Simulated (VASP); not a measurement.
InAs: single point with PBEsol

InAs:

```
In As
1.0
     0.00000    3.00368    3.00368
     3.00368    0.00000    3.00368
     3.00368    3.00368    0.00000
In As
1 1
Direct
  0.00000 0.00000 0.00000
  0.75000 0.75000 0.75000
```

This cell differs from its parent crystal: volume scaled by 0.96.

```yaml
Program: VASP 6.6.1
Task: single point
Functional: PBEsol
Potentials_or_basis: VASP PAW PBE potentials, release 64 (In_d, As)
Cutoff: 520 eV
k_mesh: 6 × 6 × 6
Occupations: gaussian, width 0.05 eV
Spin: no spin polarisation
Dipole_correction: no
Further_INCAR_settings: ALGO = Normal; EDIFF = 1e-06; NBANDS = 16
```

* Pressure: 2.6 GPa
* Band gap on the k mesh: zero (filled and empty bands touch)

Levels at points of the mesh, in eV from the Fermi level:
| k point | band 5 | band 6 | band 7 | band 8 | band 9 | band 10 | band 11 | band 12 | band 13 | band 14 |
| --- | --- | --- | --- | --- | --- | --- | --- | --- | --- | --- |
| (0.00, 0.00, 0.00) | -14.26 | -12.04 | -0.20 | -0.02 | -0.02 | -0.02 | 3.84 | 3.84 | 3.84 | 7.38 |
| (0.50, 0.00, 0.00) | -14.25 | -10.49 | -5.94 | -1.04 | -1.04 | 0.90 | 4.61 | 4.61 | 6.71 | 9.00 |
| (0.50, 0.50, 0.00) | -14.24 | -9.92 | -5.99 | -2.43 | -2.43 | 1.38 | 1.96 | 9.19 | 9.34 | 9.34 |

It took 16 s on 1 thread of AMD EPYC 9R14 (Zen 4), on a shared host, peak memory 0.14 GiB.

Caveat: the PAW data sets were made with another functional, which shifts forces and pressure a little; spin-orbit coupling is left out, which moves the levels of the heavy elements.
